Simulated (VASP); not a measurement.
# HfB2 in VASP: settings compared, part 2 of 2

VASP 6.6.1. Earlier steps stand in the parts before.

**3. Single point, PBE**

File INCAR:

```
PREC = Accurate ; ENCUT = 520
EDIFF = 1E-6 ; ISMEAR = 0
SIGMA = 0.1 ; LREAL = F
LASPH = T ; NELM = 80
ALGO = Normal ; ISIF = 2
LWAVE = F ; LCHARG = F
GGA = PE ; NBANDS = 15
```

File KPOINTS:

```
regular mesh
0
Gamma
  7 7 6
```

File POSCAR:

```
HfB2
1.0
    3.1400000000      0.0000000000      0.0000000000
   -1.5700000000      2.7193197679      0.0000000000
    0.0000000000      0.0000000000      3.4800000000
Hf B
1 2
Direct
    0.0040700000     -0.0037840000     -0.0029730000
    0.6735240000      0.3435500000      0.4913070000
    0.3173900000      0.6751330000      0.4845490000
```

Potentials or basis: VASP PAW PBE potentials, release 64 (Hf_pv, B).

The run is started by

```
$ cat potpaw_PBE.64/Hf_pv/POTCAR potpaw_PBE.64/B/POTCAR > POTCAR
$ mpirun -np 1 vasp_std > vasp.out
```

OUTCAR:

```text
PREC = Accurate
   ENCUT = 520
   EDIFF = 1E-6
   ISMEAR = 0
   LREAL = F
   LASPH = T
   NELM = 80
   ISIF = 2
   GGA = PE

 ion  position               nearest neighbor table
   1  0.004  0.996  0.997-   3 2.42   2 2.47   3 2.48   2 2.50   2 2.50   3 2.51   2 2.52   3 2.52
                             2 2.53   2 2.55   3 2.57   3 2.58
   2  0.674  0.344  0.491-   3 1.75   3 1.82   3 1.87   1 2.47   1 2.50   1 2.50   1 2.52   1 2.53
                             1 2.55
   3  0.317  0.675  0.485-   2 1.75   2 1.82   2 1.87   1 2.42   1 2.48   1 2.51   1 2.52   1 2.57
                             1 2.58

  LATTYP: Found a hexagonal cell.
 ALAT       =     3.1400000000
 C/A-ratio  =     1.1082802548

  Lattice vectors:

 A1 = (   3.1400000000,   0.0000000000,   0.0000000000)
 A2 = (  -1.5700000000,   2.7193197679,   0.0000000000)
 A3 = (   0.0000000000,   0.0000000000,   3.4800000000)

Analysis of symmetry for initial positions (statically):
=====================================================================
 Subroutine PRICEL returns:
 Original cell was already a primitive cell.

 Routine SETGRP: Setting up the symmetry group for a
 hexagonal supercell.

 Subroutine GETGRP returns: Found  1 space group operations
 (whereof  1 operations were pure point group operations)
 out of a pool of 24 trial point group operations.

The static configuration has the point symmetry C_1 .

Analysis of symmetry for dynamics (positions and initial velocities):
=====================================================================
 Subroutine PRICEL returns:
 Original cell was already a primitive cell.

 Routine SETGRP: Setting up the symmetry group for a
 hexagonal supercell.

 Subroutine GETGRP returns: Found  1 space group operations
 (whereof  1 operations were pure point group operations)
 out of a pool of 24 trial point group operations.

The dynamic configuration has the point symmetry C_1 .

 Subroutine INISYM returns: Found  1 space group operations
 (whereof  1 operations are pure point group operations),
 and found     1 'primitive' translations
[... 122 lines left out ...]
   GGA     = PE    functional components
   LHFCALC =     F    Hartree Fock is set to
   AEXX    =    0.0000 exact exchange contribution
   IVDW    =     0    specifies the selected vdW correction
   LEPSILON=     F    determine dielectric tensor
   LRPA    =     F    only Hartree local field effects (RPA)
 non-spin polarized calculation
 Gauss-broadening in eV      SIGMA  =   0.10
  energy-cutoff  :      520.00
  volume of cell :       29.71
 maximum number of plane-waves:       816
   NGX = 11   NGY = 11   NGZ = 13

 number of electron      16.0000000 magnetization

 Free energy of the ion-electron system (eV)
  ---------------------------------------------------
  ext. energy  EPLUGINS =         0.00000000
  ---------------------------------------------------
  free energy    TOTEN  =       -26.32978015 eV

  energy without entropy =      -26.32831830  energy(sigma->0) =      -26.32904922

 E-fermi :   7.4795     XC(G=0): -12.5946

 val. band max:        7.4747432563   @ k =  -0.1429  -0.4286   0.0000
 cond. band min:       7.5380592516   @ k =  -0.1429  -0.1429   0.1667
 fundamental gap:      0.0633159953
 Fermi energy:         7.4794984050

 k-point     1 :       0.0000    0.0000    0.0000
  band No.  band energies     occupation
      1     -22.9647      2.00000
      2     -22.4715      2.00000
      3     -22.4532      2.00000
      4      -6.0877      2.00000
      5       4.4493      2.00000
      6       4.5774      2.00000
      7       4.9760      2.00000
      8       5.0796      2.00000
      9      11.5374      0.00000
     10      11.7233      0.00000
     11      11.9190      0.00000
     12      12.1320      0.00000
     13      12.3768      0.00000
     14      13.0326      0.00000
[... 401 lines left out ...]
      2     -22.8688      2.00000
      3     -22.8195      2.00000
      4      -1.7344      2.00000
      5       0.0244      2.00000
      6       0.5446      2.00000
      7       4.2204      2.00000
      8       6.2084      2.00000
      9       8.7797      0.00000
     10       9.0046      0.00000
     11      12.3494      0.00000
     12      16.2068      0.00000
     13      16.9267      0.00000
     14      17.1177      0.00000
     15      18.8389      0.00000

 [... further k-points ...]
[... 5 lines left out ...]
  --------------------------------------------------------------------------------------
  -------------------------------------------------------------------------------------
  Total        0.4196730      0.3104940      0.2884439     -0.1491829     -0.0658752      0.0865240
  in kB       22.6283252     16.7415074     15.5525941     -8.0437872     -3.5519241      4.6652837
  external PRESSURE =      18.3074756 kB  Pullay stress =       0.0000000 kB

 VOLUME and BASIS-vectors are now :
 -----------------------------------------------------------------------------
  energy-cutoff  :      520.00
  volume of cell :       29.71
      direct lattice vectors                 reciprocal lattice vectors
     3.140000000  0.000000000  0.000000000     0.318471338  0.183869512  0.000000000
    -1.570000000  2.719319768  0.000000000     0.000000000  0.367739025  0.000000000
     0.000000000  0.000000000  3.480000000     0.000000000  0.000000000  0.287356322

 POSITION                                       TOTAL-FORCE (eV/Angst)
 -----------------------------------------------------------------------------------
     -1.55128      2.70903      3.46965        -0.670364      0.517472     -0.488888
      1.57549      0.93422      1.70975        -0.568329     -0.387377      0.118568
     -0.06335      1.83590      1.68623         1.238692     -0.130095      0.370320
 -----------------------------------------------------------------------------------
    total drift:                                0.000067     -0.000041     -0.000030

  FREE ENERGIE OF THE ION-ELECTRON SYSTEM (eV)
  ---------------------------------------------------
  free  energy   TOTEN  =       -26.3297801489 eV

  energy  without entropy=      -26.3283182979  energy(sigma->0) =      -26.32904922
```

stdout:

```text
POSCAR found type information on POSCAR HfB
 POSCAR found :  2 types and       3 ions
 scaLAPACK will be used
 LDA part: xc-table for (Slater+PW92), standard interpolation
 POSCAR, INCAR and KPOINTS ok, starting setup
 FFT: planning ... GRIDC
 FFT: planning ... GRID_SOFT
 FFT: planning ... GRID
 WAVECAR not read
 entering main loop
```

It took 23 s on 1 thread of Intel Xeon Platinum 8559C (Emerald Rapids), shared host; peak memory 0.19 GiB.

What came out:

| Quantity | Value |
| --- | --- |
| Free energy | -26.3298 eV |
| Pressure | 1.8 GPa |
| Largest force | 1.299 eV/Å |
| Band gap on the k mesh | zero (band 8 reaches 8.17 eV, above the bottom of band 9 at 7.25 eV) |

Forces in eV/Å, atoms in the order of the input:
```
Hf  -0.670  0.517 -0.489
B   -0.568 -0.387  0.119
B    1.239 -0.130  0.370
```

Levels at points of the mesh, in eV from the Fermi level:
```tsv
k point	band 4	band 5	band 6	band 7	band 8	band 9	band 10	band 11	band 12	band 13
(0.00, 0.00, 0.00)	-13.57	-3.03	-2.90	-2.50	-2.40	4.06	4.24	4.44	4.65	4.90
(0.00, 0.00, 0.50)	-11.16	-8.18	-1.48	-0.65	0.28	0.83	1.18	1.21	2.42	5.31
```

Caveat: spin-orbit coupling is left out, which moves the levels of the heavy elements; forces of over 1 eV/Å act on the atoms, so gaps and moduli don't describe the material at rest.

**4. Single point, PBEsol (volume scaled by 0.96)**

File INCAR:

```
SYSTEM = HfB2
PREC = Accurate
ENCUT = 520
EDIFF = 1E-7
ISMEAR = -1
SIGMA = 0.05
LREAL = .FALSE.
LASPH = .TRUE.
NELM = 60
ALGO = Normal
ISIF = 2
LWAVE = .FALSE.
LCHARG = .TRUE.
GGA = PS
LELF = .TRUE.
LVHAR = .TRUE.
NBANDS = 15
```

File KPOINTS:

```
regular mesh
0
G
  10 10 8
  0 0 0
```

File POSCAR:

```
HfB2
1.0
    3.0975623654      0.0000000000      0.0000000000
   -1.5487811827      2.6825676982      0.0000000000
    0.0000000000      0.0000000000      3.4329672075
Hf B
1 2
Direct
    0.0000000000      0.0000000000      0.0000000000
    0.6666666667      0.3333333333      0.5000000000
    0.3333333333      0.6666666667      0.5000000000
```

Potentials or basis: VASP PAW PBE potentials, release 64 (Hf_pv, B).

The run is started by

```
$ cat potpaw_PBE.64/Hf_pv/POTCAR potpaw_PBE.64/B/POTCAR > POTCAR
$ mpirun -np 1 vasp_std > vasp.out
```

OUTCAR:

```text
SYSTEM = HfB2
   PREC = Accurate
   ENCUT = 520
   EDIFF = 1E-7
   ISMEAR = -1
   LREAL = .FALSE.
   LASPH = .TRUE.
   NELM = 60
   ISIF = 2
   GGA = PS

 ion  position               nearest neighbor table
   1  0.000  0.000  0.000-   2 2.48   3 2.48   2 2.48   3 2.48   3 2.48   3 2.48   2 2.48   2 2.48
                             2 2.48   2 2.48   3 2.48   3 2.48
   2  0.667  0.333  0.500-   3 1.79   3 1.79   3 1.79   1 2.48   1 2.48   1 2.48   1 2.48   1 2.48
                             1 2.48
   3  0.333  0.667  0.500-   2 1.79   2 1.79   2 1.79   1 2.48   1 2.48   1 2.48   1 2.48   1 2.48
                             1 2.48

  LATTYP: Found a hexagonal cell.
 ALAT       =     3.0975623654
 C/A-ratio  =     1.1082802548

  Lattice vectors:

 A1 = (   3.0975623654,   0.0000000000,   0.0000000000)
 A2 = (  -1.5487811827,   2.6825676982,   0.0000000000)
 A3 = (   0.0000000000,   0.0000000000,   3.4329672075)

Analysis of symmetry for initial positions (statically):
=====================================================================
 Subroutine PRICEL returns:
 Original cell was already a primitive cell.

 Routine SETGRP: Setting up the symmetry group for a
 hexagonal supercell.

 Subroutine GETGRP returns: Found 24 space group operations
 (whereof 24 operations were pure point group operations)
 out of a pool of 24 trial point group operations.

The static configuration has the point symmetry D_6h.

Analysis of symmetry for dynamics (positions and initial velocities):
=====================================================================
 Subroutine PRICEL returns:
 Original cell was already a primitive cell.

 Routine SETGRP: Setting up the symmetry group for a
 hexagonal supercell.

 Subroutine GETGRP returns: Found 24 space group operations
 (whereof 24 operations were pure point group operations)
 out of a pool of 24 trial point group operations.

The dynamic configuration has the point symmetry D_6h.

 Subroutine INISYM returns: Found 24 space group operations
 (whereof 24 operations are pure point group operations),
 and found     1 'primitive' translations

----------------------------------------------------------------------------------------

                                     Primitive cell

  volume of cell :      28.5260

  direct lattice vectors                    reciprocal lattice vectors
     3.097562365  0.000000000  0.000000000     0.322834501  0.186388586  0.000000000
    -1.548781183  2.682567698  0.000000000     0.000000000  0.372777172  0.000000000
     0.000000000  0.000000000  3.432967207     0.000000000  0.000000000  0.291293199

  length of vectors
     3.097562365  3.097562365  3.432967207     0.372777172  0.372777172  0.291293199

  position of ions in fractional coordinates (direct lattice)
     0.000000000  0.000000000  0.000000000
     0.666666667  0.333333333  0.500000000
     0.333333333  0.666666667  0.500000000

  ion indices of the primitive-cell ions
   primitive index   ion index
                 1           1
                 2           2
                 3           3

----------------------------------------------------------------------------------------

 KPOINTS: regular mesh

Automatic generation of k-mesh.
 Grid dimensions read from file:
 generate k-points for:   10   10    8

[... 42 lines left out ...]
  0.300000  0.100000  0.125000     24.000000
  0.400000  0.100000  0.125000     24.000000
 [... further k-points ...]
   k-points           NKPTS =     70   k-points in BZ     NKDIM =     70   number of bands    NBANDS=     15
   number of dos      NEDOS =    301   number of ions     NIONS =      3
   total plane-waves  NPLWV =  16128
   dimension x,y,z NGX =    24 NGY =   24 NGZ =   28
   dimension x,y,z NGXF=    48 NGYF=   48 NGZF=   56
   ions per type =               1   2
   NGX,Y,Z   is equivalent  to a cutoff of  12.88, 12.88, 13.56 a.u.
   NGXF,Y,Z  is equivalent  to a cutoff of  25.76, 25.76, 27.12 a.u.
 SYSTEM =  HfB2
   PREC   = accura    normal or accurate (medium, high low for compatibility)
   ISTART =      0    job   : 0-new  1-cont  2-samecut
   ICHARG =      2    charge: 1-file 2-atom 10-const
   ISPIN  =      1    spin polarized calculation?
   LNONCOLLINEAR =      F non collinear calculations
   LSORBIT =      F    spin-orbit coupling
   LASPH  =      T    aspherical Exc in radial PAW
   ENCUT  =  520.0 eV  38.22 Ry    6.18 a.u.   5.76  5.76  6.38*2*pi/ulx,y,z
   NELM   =     60;   NELMIN=  2; NELMDL= -5     # of ELM steps
   EDIFF  = 0.1E-06   stopping-criterion for ELM
   LREAL  =      F    real-space projection
   EDIFFG = 0.1E-05   stopping-criterion for IOM
   NSW    =      0    number of steps for IOM
   IBRION =     -1    ionic relax: 0-MD 1-quasi-New 2-CG
   NFREE  =      0    steps in history (QN), initial steepest desc. (CG)
   ISIF   =      2    stress and relaxation
   ISYM   =      2    0-nonsym 1-usesym 2-fastsym
   POTIM  = 0.5000    time-step for ionic-motion
   TEBEG  =    0.0;   TEEND  =   0.0 temperature during run
   PSTRESS=    0.0 pullay stress
   NELECT =      16.0000    total number of electrons
   NUPDOWN=      -1.0000    fix difference up-down
   EMIN   =  10.00;   EMAX   =-10.00  energy-range for DOS
   EFERMI =   0.00;   METHOD = LEGACY
   ISMEAR =    -1;   SIGMA  =   0.05  broadening in eV -4-tet -1-fermi 0-gaus
   EFERMI_NEDOS =   21; number of points for ismear=-14 and -15
   IALGO  =     38    algorithm
   IMIX   =      4    mixing-type and parameters
     AMIX     =   0.40;   BMIX     =  1.00
     AMIX_MAG =   1.60;   BMIX_MAG =  1.00
  volume/ion in A,a.u.               =       9.51        64.17
  Fermi-wavevector in a.u.,A,eV,Ry     =   1.350106  2.551331 24.800530  1.822788
  Thomas-Fermi vector in A             =   2.477638
   LORBIT       =      0    0 simple, 1 ext, 2 COOP (PROOUT), +10 PAW based schemes
   GGA     = PS    functional components
   LHFCALC =     F    Hartree Fock is set to
   AEXX    =    0.0000 exact exchange contribution
   IVDW    =     0    specifies the selected vdW correction
   LEPSILON=     F    determine dielectric tensor
   LRPA    =     F    only Hartree local field effects (RPA)
 non-spin polarized calculation
  energy-cutoff  :      520.00
  volume of cell :       28.53
 maximum number of plane-waves:       784
 NGX is ok and might be reduce to    24
   NGX = 11   NGY = 11   NGZ = 13

 number of electron      16.0000001 magnetization

 Free energy of the ion-electron system (eV)
  ---------------------------------------------------
  ext. energy  EPLUGINS =         0.00000000
  ---------------------------------------------------
  free energy    TOTEN  =       -27.84984196 eV

  energy without entropy =      -27.84731538  energy(sigma->0) =      -27.84857867

 E-fermi :   7.7380     XC(G=0): -12.8737

 val. band max:        7.6770910227   @ k =   0.2000   0.2000   0.1250
 cond. band min:       7.9899067050   @ k =   0.1000   0.1000   0.2500
 fundamental gap:      0.3128156823
 Fermi energy:         7.7379631562

 k-point     1 :       0.0000    0.0000    0.0000
  band No.  band energies     occupation
      1     -22.5768      2.00000
      2     -22.0205      2.00000
      3     -22.0205      2.00000
      4      -6.0792      2.00000
      5       4.7252      2.00000
      6       4.9014      2.00000
      7       4.9014      2.00000
      8       5.1429      2.00000
      9      12.0741      0.00000
     10      12.0741      0.00000
     11      12.7589      0.00000
     12      12.7589      0.00000
     13      13.0556      0.00000
     14      13.0556      0.00000
[... 401 lines left out ...]
      2     -22.4604      2.00000
      3     -22.2702      2.00000
      4      -2.1898      2.00000
      5      -0.7879      2.00000
      6       3.1475      2.00000
      7       4.0212      2.00000
      8       5.5505      2.00000
      9       9.0911      0.00000
     10      12.2059      0.00000
     11      12.2894      0.00000
     12      14.4627      0.00000
     13      15.7825      0.00000
     14      16.7848      0.00000
     15      19.2185      0.00000

 [... further k-points ...]
[... 5 lines left out ...]
  --------------------------------------------------------------------------------------
  -------------------------------------------------------------------------------------
  Total        1.2767873      1.2767873      0.9429419      0.0000000     -0.0000000      0.0000000
  in kB       71.7114856     71.7114856     52.9608720      0.0000000     -0.0000000      0.0000000
  external PRESSURE =      65.4612811 kB  Pullay stress =       0.0000000 kB

 VOLUME and BASIS-vectors are now :
 -----------------------------------------------------------------------------
  energy-cutoff  :      520.00
  volume of cell :       28.53
      direct lattice vectors                 reciprocal lattice vectors
     3.097562365  0.000000000  0.000000000     0.322834501  0.186388586  0.000000000
    -1.548781183  2.682567698  0.000000000     0.000000000  0.372777172  0.000000000
     0.000000000  0.000000000  3.432967207     0.000000000  0.000000000  0.291293199

 POSITION                                       TOTAL-FORCE (eV/Angst)
 -----------------------------------------------------------------------------------
      0.00000      0.00000      0.00000        -0.000000      0.000000     -0.000000
      1.54878      0.89419      1.71648         0.000000     -0.000000     -0.000000
     -0.00000      1.78838      1.71648        -0.000000      0.000000      0.000000
 -----------------------------------------------------------------------------------
    total drift:                               -0.000000      0.000000      0.000000

  FREE ENERGIE OF THE ION-ELECTRON SYSTEM (eV)
  ---------------------------------------------------
  free  energy   TOTEN  =       -27.8498419621 eV

  energy  without entropy=      -27.8473153780  energy(sigma->0) =      -27.84857867
```

stdout:

```text
POSCAR found type information on POSCAR HfB
 POSCAR found :  2 types and       3 ions
 scaLAPACK will be used
 -----------------------------------------------------------------------------
|                                                                             |
|                                                                             |
|     You enforced a specific xc type in the INCAR file but a different       |
|     I HOPE YOU KNOW WHAT YOU ARE DOING!                                     |
|                                                                             |
 -----------------------------------------------------------------------------

 LDA part: xc-table for (Slater+PW92), standard interpolation
 POSCAR, INCAR and KPOINTS ok, starting setup
 FFT: planning ... GRIDC
 FFT: planning ... GRID_SOFT
 FFT: planning ... GRID
 WAVECAR not read
 entering main loop
```

It took 17 s on 1 thread of AMD EPYC 9R45 (Zen 5), shared host; peak memory 0.13 GiB.

Results:

| Item | Value |
| --- | --- |
| Free energy | -27.8498 eV |
| Pressure | 6.5 GPa |
| Band gap on the k mesh | zero (band 8 reaches 8.46 eV, above the bottom of band 9 at 7.60 eV) |

Caveat: the PAW data sets were made with another functional, which shifts forces and pressure a little; spin-orbit coupling is left out, which moves the levels of the heavy elements.
